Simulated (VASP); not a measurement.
Wanted: the native input for a VASP 6.6.1 run.

```
Task                   : single point
Functional             : PBE
Potentials or basis    : VASP PAW PBE potentials, release 64 (Si, As)
Cutoff                 : 520 eV
k mesh                 : 4 × 4 × 4
Occupations            : gaussian, width 0.1 eV
Spin                   : no spin polarisation
Dipole correction      : no
Further INCAR settings : ALGO = Normal; EDIFF = 1e-06; NBANDS = 16
```

The structure of Si3As lies in POSCAR:

```
Si3As
1.0
   -2.7338143800      2.7338143800      2.7338143800
    2.7338143800     -2.7338143800      2.7338143800
    2.7338143800      2.7338143800     -2.7338143800
Si As
3 1
Direct
    0.0000000000      0.5000000000      0.5000000000
    0.5000000000      0.0000000000      0.5000000000
    0.5000000000      0.5000000000      0.0000000000
    0.0000000000      0.0000000000      0.0000000000
```

One way to write it, as run:

INCAR

```
PREC     = Accurate       # precision mode
ENCUT    = 520            # plane-wave cutoff, eV
EDIFF    = 1E-6           # SCF threshold, eV
ISMEAR   = 0              # smearing method
SIGMA    = 0.1            # smearing width, eV
LREAL    = False          # projectors in reciprocal space
LASPH    = True           # aspherical terms in the spheres
NELM     = 100            # most SCF steps
ALGO     = Normal         # electronic algorithm
ISIF     = 2              # what is computed and relaxed
LWAVE    = False          # write WAVECAR
LCHARG   = True           # write CHGCAR
GGA      = PE             # functional
LELF     = True           # ELF
LVHAR    = True         
NBANDS   = 16             # bands
```

KPOINTS

```
Automatic mesh
0
Gamma
  4 4 4
```

Potentials or basis: VASP PAW PBE potentials, release 64 (Si, As).

Launch:

```sh
$ cat potpaw_PBE.64/Si/POTCAR potpaw_PBE.64/As/POTCAR > POTCAR
$ mpirun -np 1 vasp_std > vasp.out
```

It gave:

```json
{
 "Pressure": "-10.5 GPa"
}
```

Caveat: the k points lie up to 0.41 Å⁻¹ apart.

Wall time 10 s on 1 thread of Intel(R) Xeon(R) Platinum 8259CL CPU @ 2.50GHz (Skylake/Cascade Lake) (shared host), peak memory 0.2 GiB.
